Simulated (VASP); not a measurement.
# Sc (Im-3m) in VASP: a series of runs, part 2 of 2

VASP 6.6.1. The steps go on from the part before.

**3. Relaxation of cell and atoms, LDA**

This run uses another cell than the first one, of 22.68 Å³/atom, 0.990 times its volume.

INCAR

```
PREC = Accurate
ENCUT = 600
EDIFF = 1E-6
ISMEAR = -1
SIGMA = 0.05
LREAL = F
LASPH = T
NELM = 80
ALGO = Normal
ISIF = 3
LWAVE = F
LCHARG = F
GGA = CA
IBRION = 2
NSW = 60
EDIFFG = -0.03
```

KPOINTS

```
regular mesh
0
Gamma
  8 8 8
```

POSCAR

```
Sc
1.0
    1.7831439908      1.7831439908      1.7831439908
   -1.7831439908      1.7831439908      1.7831439908
   -1.7831439908     -1.7831439908      1.7831439908
Sc
1
Direct
    0.0000000000      0.0000000000      0.0000000000
```

Potentials or basis: VASP PAW LDA potentials, release 64 (Sc_sv).

On the command line:

```bash
$ cat potpaw_LDA.64/Sc_sv/POTCAR > POTCAR
$ mpirun -np 1 vasp_std > vasp.out
```

OUTCAR:

```text
PREC = Accurate
   ENCUT = 600
   EDIFF = 1E-6
   ISMEAR = -1
   LREAL = F
   LASPH = T
   NELM = 80
   ISIF = 3
   GGA = CA
   IBRION = 2
   NSW = 60
   EDIFFG = -0.03

 ion  position               nearest neighbor table
   1  0.000  0.000  0.000-

  LATTYP: Found a body centered cubic cell.
 ALAT       =     3.5662879816

  Lattice vectors:

 A1 = (   1.7831439908,  -1.7831439908,  -1.7831439908)
 A2 = (   1.7831439908,   1.7831439908,   1.7831439908)
 A3 = (  -1.7831439908,  -1.7831439908,   1.7831439908)

Analysis of symmetry for initial positions (statically):
=====================================================================
 Subroutine PRICEL returns:
 Original cell was already a primitive cell.

 Routine SETGRP: Setting up the symmetry group for a
 body centered cubic supercell.

 Subroutine GETGRP returns: Found 48 space group operations
 (whereof 48 operations were pure point group operations)
 out of a pool of 48 trial point group operations.

The static configuration has the point symmetry O_h .

Analysis of symmetry for dynamics (positions and initial velocities):
=====================================================================
 Subroutine PRICEL returns:
 Original cell was already a primitive cell.

 Routine SETGRP: Setting up the symmetry group for a
 body centered cubic supercell.

 Subroutine GETGRP returns: Found 48 space group operations
 (whereof 48 operations were pure point group operations)
 out of a pool of 48 trial point group operations.

The dynamic configuration has the point symmetry O_h .

 Subroutine INISYM returns: Found 48 space group operations
 (whereof 48 operations are pure point group operations),
 and found     1 'primitive' translations

----------------------------------------------------------------------------------------
[... 113 lines left out ...]
  Fermi-wavevector in a.u.,A,eV,Ry     =   1.286272  2.430701 22.510763  1.654494
  Thomas-Fermi vector in A             =   2.418356
   LORBIT       =      0    0 simple, 1 ext, 2 COOP (PROOUT), +10 PAW based schemes
   GGA     = CA    functional components
   LHFCALC =     F    Hartree Fock is set to
   AEXX    =    0.0000 exact exchange contribution
   IVDW    =     0    specifies the selected vdW correction
   LEPSILON=     F    determine dielectric tensor
   LRPA    =     F    only Hartree local field effects (RPA)
 conjugate gradient relaxation of ions
 non-spin polarized calculation
  energy-cutoff  :      600.00
  volume of cell :       22.68
 maximum number of plane-waves:       767
 NGX is ok and might be reduce to    28
   NGX = 13   NGY = 13   NGZ = 13

 number of electron      11.0000001 magnetization

 Free energy of the ion-electron system (eV)
  ---------------------------------------------------
  ext. energy  EPLUGINS =         0.00000000
  ---------------------------------------------------
  free energy    TOTEN  =        -6.61510949 eV

  energy without entropy =       -6.59535166  energy(sigma->0) =       -6.60523057

 E-fermi :   4.0796     XC(G=0): -10.4951

 val. band max:        4.0698007048   @ k =  -0.3750   0.2500   0.0000
 cond. band min:       4.1248064552   @ k =   0.1250   0.5000   0.1250
 fundamental gap:      0.0550057504
 Fermi energy:         4.0796387879

 k-point     1 :       0.0000    0.0000    0.0000
  band No.  band energies     occupation
      1     -44.6825      2.00000
      2     -23.3668      2.00000
      3     -23.3668      2.00000
      4     -23.3668      2.00000
      5      -1.2601      2.00000
      6       5.5697      0.00000
      7       5.5697      0.00000
      8       5.5697      0.00000
      9       7.1780      0.00000
[... 265 lines left out ...]
 k-point    24 :       0.5000    0.2500    0.2500
  band No.  band energies     occupation
      1     -44.5525      2.00000
      2     -23.8241      2.00000
      3     -23.6396      2.00000
      4     -23.5582      2.00000
      5       3.0690      2.00000
      6       3.4594      1.99999
      7       5.6857      0.00000
      8       6.1776      0.00000
      9       8.4597      0.00000

 [... further k-points ...]

------------------------ aborting loop because EDIFF is reached ----------------------------------------

  FORCE on cell =-STRESS in cart. coord.  units (eV):
  Direction    XX          YY          ZZ          XY          YZ          ZX
  --------------------------------------------------------------------------------------
  -------------------------------------------------------------------------------------
  Total        0.0185313      0.0185313      0.0185313     -0.0000000     -0.0000000      0.0000000
  in kB        1.3091751      1.3091751      1.3091751     -0.0000000     -0.0000000      0.0000000
  external PRESSURE =       1.3091751 kB  Pullay stress =       0.0000000 kB

 VOLUME and BASIS-vectors are now :
 -----------------------------------------------------------------------------
  energy-cutoff  :      600.00
  volume of cell :       22.68
      direct lattice vectors                 reciprocal lattice vectors
     1.783143991  1.783143991  1.783143991     0.280403603  0.000000000  0.280403603
    -1.783143991  1.783143991  1.783143991    -0.280403603  0.280403603  0.000000000
    -1.783143991 -1.783143991  1.783143991     0.000000000 -0.280403603  0.280403603

 POSITION                                       TOTAL-FORCE (eV/Angst)
 -----------------------------------------------------------------------------------
      0.00000      0.00000      0.00000        -0.000000      0.000000      0.000000
 -----------------------------------------------------------------------------------
    total drift:                               -0.000000      0.000000     -0.000000

  FREE ENERGIE OF THE ION-ELECTRON SYSTEM (eV)
  ---------------------------------------------------
  free  energy   TOTEN  =        -6.6151094921 eV

  energy  without entropy=       -6.5953516559  energy(sigma->0) =       -6.60523057

 reached required accuracy - stopping structural energy minimisation
```

OSZICAR:

```text
N       E                     dE             d eps       ncg     rms          rms(c)
DAV:   1     0.756743192937E+02    0.75674E+02   -0.55593E+03   522   0.136E+03
DAV:   2    -0.517881265890E+01   -0.80853E+02   -0.79272E+02   540   0.329E+02
DAV:   3    -0.728889976160E+01   -0.21101E+01   -0.20029E+01   805   0.723E+01
DAV:   4    -0.730939630322E+01   -0.20497E-01   -0.20375E-01   773   0.550E+00
DAV:   5    -0.730950814012E+01   -0.11184E-03   -0.11179E-03   878   0.395E-01    0.575E+00
DAV:   6    -0.670126013325E+01    0.60825E+00   -0.13882E+00   788   0.191E+01    0.171E+00
DAV:   7    -0.662174622517E+01    0.79514E-01   -0.27268E-01   805   0.751E+00    0.519E-01
DAV:   8    -0.661531010674E+01    0.64361E-02   -0.16176E-02   607   0.226E+00    0.127E-01
DAV:   9    -0.661510444651E+01    0.20566E-03   -0.18057E-03   813   0.672E-01    0.206E-02
DAV:  10    -0.661511044232E+01   -0.59958E-05   -0.65607E-05   821   0.116E-01    0.730E-03
DAV:  11    -0.661510949212E+01    0.95020E-06   -0.56736E-06   808   0.334E-02
   1 F= -.66151095E+01 E0= -.66052306E+01  d E =-.661511E+01
```

Wall time 8.2 s (1 thread of Intel Xeon Platinum 8259CL at 2.50GHz (Skylake/Cascade Lake), shared host); peak memory 0.14 GiB.

What came out:

* Free energy: -6.6151 eV
* Pressure after relaxing: 0.1 GPa

Final structure:
```
CELL_PARAMETERS angstrom
1.78314 1.78314 1.78314
-1.78314 1.78314 1.78314
-1.78314 -1.78314 1.78314
ATOMIC_POSITIONS crystal
Sc 0.00000 0.00000 0.00000
```

Caveat: the relaxation stopped at its first step, so nothing moved.

**4. Relaxation of cell and atoms, LDA**

This run uses another cell than the first one, of 24.92 Å³/atom, 1.088 times its volume.

INCAR

```
PREC     = Accurate       # precision mode
ENCUT    = 600            # plane-wave cutoff, eV
EDIFF    = 1E-6           # SCF threshold, eV
ISMEAR   = -1             # smearing method
SIGMA    = 0.05           # smearing width, eV
LREAL    = F              # projectors in reciprocal space
LASPH    = T              # aspherical terms in the spheres
NELM     = 100            # most SCF steps
ALGO     = Normal         # electronic algorithm
ISIF     = 3              # what is computed and relaxed
LWAVE    = F              # write WAVECAR
LCHARG   = F              # write CHGCAR
GGA      = CA             # functional
IBRION   = 2              # ionic algorithm
NSW      = 60             # ionic steps
EDIFFG   = -0.03          # ionic threshold
```

KPOINTS is that of step 3.

POSCAR

```
Sc
1.0
    1.8400000000      1.8400000000      1.8400000000
   -1.8400000000      1.8400000000      1.8400000000
   -1.8400000000     -1.8400000000      1.8400000000
Sc
1
Direct
    0.0000000000      0.0000000000      0.0000000000
```

On the command line:

```bash
$ cat potpaw_LDA.64/Sc_sv/POTCAR > POTCAR
$ mpirun -np 1 vasp_std > vasp.out
```

Wall time 18 s (1 thread of Intel Xeon Platinum 8259CL at 2.50GHz (Skylake/Cascade Lake), shared host); peak memory 0.15 GiB.

It converged, with:

```
Free energy                            : -6.6153 eV
Relaxed volume                         : 22.72 Å³/atom
Relaxed cell                           : a = 3.091 Å, b = 3.091 Å, c = 3.091 Å, α = 70.53°, β = 109.47°, γ = 70.53°
Space group after relaxing (to 0.05 Å) : Im-3m (No. 229)
Energy gained by relaxing              : 35.0 meV/atom
Ionic steps                            : 3
Pressure after relaxing                : 0.1 GPa
```

Step by step:
```
step  energy change (eV)  largest force (eV/Å)  pressure (GPa)  volume (Å³)
   1              0.0000                0.0000           -4.79        24.92
   2             -0.0336                0.0000            1.13        22.32
   3             -0.0350                0.0000            0.05        22.72
```

Final structure:
```
Sc
1.0
     1.78433    1.78433    1.78433
    -1.78433    1.78433    1.78433
    -1.78433   -1.78433    1.78433
Sc
1
Direct
  0.00000 0.00000 0.00000
```

Levels at points of the mesh, in eV from the Fermi level:
| k point | band 3 | band 4 | band 5 | band 6 | band 7 | band 8 |
| --- | --- | --- | --- | --- | --- | --- |
| (0.00, 0.00, 0.00) | -27.45 | -27.45 | -5.34 | 1.49 | 1.49 | 1.49 |
| (0.50, 0.00, 0.00) | -27.62 | -27.46 | -1.92 | 0.20 | 0.73 | 3.06 |
| (0.50, 0.50, 0.50) | -27.82 | -27.82 | -1.41 | -1.41 | 4.21 | 4.21 |

**5. Overview**

| task | cell | cutoff (eV) | gap on the mesh (eV) | pressure (GPa) |
| --- | --- | --- | --- | --- |
| single point | a = 3.099 Å, angles 70.5, 109.5, 70.5°, 1 atom | 520 | none | -0.5 |
| relaxation of cell and atoms | relaxed from a = 3.088 Å, angles 70.5, 109.5, 70.5°, 1 atom | 600 | none | 0.1 |
| relaxation of cell and atoms | relaxed from a = 3.187 Å, angles 70.5, 109.5, 70.5°, 1 atom | 600 | none | 0.1 |

Alike in all rows: level LDA; potentials or basis VASP PAW LDA potentials, release 64 (Sc_sv); no spin polarisation; k mesh 8 × 8 × 8; smearing fermi-dirac 0.05 eV.

Caveats: the relaxation stopped at its first step, so nothing moved (some runs).

Absolute energies hang on the potentials; compare differences alone.
